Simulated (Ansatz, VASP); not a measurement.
**Cd3SeS2: VASP beside Ansatz**

```xyz
12
Lattice="4.2618 0.0000 0.0000 -2.1309 3.6908 0.0000 0.0000 0.0000 20.8364" Properties=species:S:1:pos:R:3 pbc="T T T"
Cd    2.1309    1.2303   20.8337
Cd    2.1309    1.2303    7.0434
Cd    2.1309    1.2303   13.7869
Cd    0.0000    2.4606    3.3687
Cd    0.0000    2.4606   10.4155
Cd    0.0000    2.4606   17.4616
Se    2.1309    1.2303   16.4786
Se    0.0000    2.4606    6.0604
S     2.1309    1.2303    2.5687
S     2.1309    1.2303    9.6115
S     0.0000    2.4606   12.9869
S     0.0000    2.4606   20.0297
```

Alike in both runs: task relaxation of cell and atoms; functional PBE; k mesh 6 × 6 × 2; occupations gaussian, width 0.02 eV; no spin polarisation.

|  | VASP | Ansatz |
| --- | --- | --- |
| version | VASP 6.6.1 | Ansatz 0.2.0 |
| potentials or method | VASP PAW PBE potentials, release 64 (Cd, Se, S), cutoff 600 eV | scalar-relativistic, plane waves, PAW |
| valence electrons in the cell | 108 | 176 |

|  | VASP | Ansatz | Ansatz less VASP |
| --- | --- | --- | --- |
| gap on the k mesh at the Fermi level, each at its own relaxed structure (eV) | 0.72 | 0.73 | +0.014 |
| relaxed volume (Å³/atom) | 27.37 | 27.23 | -0.135 |
| relaxed cell length with the largest relative difference (Å) | 20.858 | 20.823 | -0.0345 |

VASP's potentials hold 108 valence electrons a cell and Ansatz's 176, so a difference there can come from the potentials and not from the codes.
